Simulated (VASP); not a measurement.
Set up this calculation in VASP 6.6.1, as the native input.

- Task: electric field gradients
- Functional: PBE
- Potentials or basis: VASP PAW PBE potentials, release 64 (Re)
- Cutoff: 520 eV
- k mesh: 18 × 18 × 10
- Occupations: fermi-dirac, width 0.05 eV
- Spin: no spin polarisation
- Dipole correction: no
- Further INCAR settings: ALGO = Normal; EDIFF = 1e-08; NBANDS = 14

The structure of Re lies in POSCAR:

```
Re
1.0
    2.5677224212      0.0000000000      0.0000000000
   -1.2838612106      2.2237128466      0.0000000000
    0.0000000000      0.0000000000      4.1057498614
Re
2
Direct
    0.3333333333      0.6666666667      0.2500000000
    0.6666666667      0.3333333333      0.7500000000
```

This cell differs from its parent crystal: volume scaled by 0.96.

One way to write it, as run:

INCAR

```
SYSTEM = Re
PREC = Accurate
ENCUT = 520
EDIFF = 1E-8
ISMEAR = -1
SIGMA = 0.05
LREAL = .FALSE.
LASPH = .TRUE.
NELM = 60
ALGO = Normal
ISIF = 2
LWAVE = .FALSE.
LCHARG = .FALSE.
GGA = PE
LEFG = .TRUE.
NBANDS = 14
```

KPOINTS

```
regular mesh
0
G
  18 18 10
  0 0 0
```

Potentials or basis: VASP PAW PBE potentials, release 64 (Re).

The run is started by

```console
$ cat potpaw_PBE.64/Re/POTCAR > POTCAR
$ mpirun -np 1 vasp_std > vasp.out
```

It gave:

The pressure is 153.4 GPa and the band gap on the k mesh is zero (band 7 reaches 13.47 eV, above the bottom of band 8 at 8.43 eV).

Caveat: without QUAD_EFG the Cq values of the log hold for a quadrupole moment of 1 mb, not for the nuclei; spin-orbit coupling is left out, which moves the levels of the heavy elements.

Wall time 43 s on 1 thread of Intel(R) Xeon(R) 6975P-C (Granite Rapids), on a shared host, peak memory 0.18 GiB.
